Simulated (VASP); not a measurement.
Set up this calculation in VASP 6.6.1, as the native input.

```
Task                   : relaxation of cell and atoms
Functional             : PBE
Potentials or basis    : VASP PAW PBE potentials, release 64 (Mo_sv, Ru_pv, W_sv)
Cutoff                 : 600 eV
k mesh                 : 4 × 4 × 4
Occupations            : gaussian, width 0.1 eV
Spin                   : no spin polarisation
Dipole correction      : no
Further INCAR settings : ALGO = Fast; EDIFF = 1e-07; IBRION = 2; EDIFFG = -0.04; NSW = 90; ISIF = 3
```

The structure of MoRu3W lies in POSCAR:

```
MoRu3W
1.0
    4.3045773700      0.0000000000      0.0000000000
    0.0000000000      4.3045773700      0.0000000000
    0.0000000000      0.0000000000      4.3045773700
Mo Ru W
1 3 1
Direct
    0.0000000000      0.0000000000      0.0000000000
    0.0000000000      0.5000000000      0.5000000000
    0.5000000000      0.0000000000      0.5000000000
    0.5000000000      0.5000000000      0.0000000000
    0.5000000000      0.5000000000      0.5000000000
```

The input as run:

INCAR

```
ALGO = Fast
EDIFF = 1E-7
EDIFFG = -0.04
ENCUT = 600
GGA = PE
IBRION = 2
ISIF = 3
ISMEAR = 0
LASPH = True
LCHARG = False
LREAL = False
LWAVE = False
NELM = 80
NSW = 90
PREC = Accurate
SIGMA = 0.1
```

KPOINTS

```
k-points
0
Gamma
  4 4 4
```

Potentials or basis: VASP PAW PBE potentials, release 64 (Mo_sv, Ru_pv, W_sv).

Launch:

```sh
$ cat potpaw_PBE.64/Mo_sv/POTCAR potpaw_PBE.64/Ru_pv/POTCAR potpaw_PBE.64/W_sv/POTCAR > POTCAR
$ mpirun -np 1 vasp_std > vasp.out
```

Results of the run:

The relaxed volume is 19.50 Å³/atom and the relaxed cell is a = 4.603 Å, b = 4.603 Å, c = 4.603 Å, α = 90.00°, β = 90.00°, γ = 90.00°. The space group after relaxing (to 0.05 Å) is Pm-3m (No. 221). The energy gained by relaxing is 488.2 meV/atom, the ionic steps are 5 and the pressure after relaxing is 0.1 GPa. The band gap on the k mesh is zero (band 35 reaches 8.62 eV, above the bottom of band 36 at 7.87 eV).

Caveat: the k points lie up to 0.34 Å⁻¹ apart in the final cell; the volume moved by over 15 % at a fixed basis, so the end points are rough; spin-orbit coupling is left out, which moves the levels of the heavy elements.

Wall time 2.9 min on 1 thread of Intel(R) Xeon(R) 6975P-C (Granite Rapids), on a shared host, peak memory 0.23 GiB.
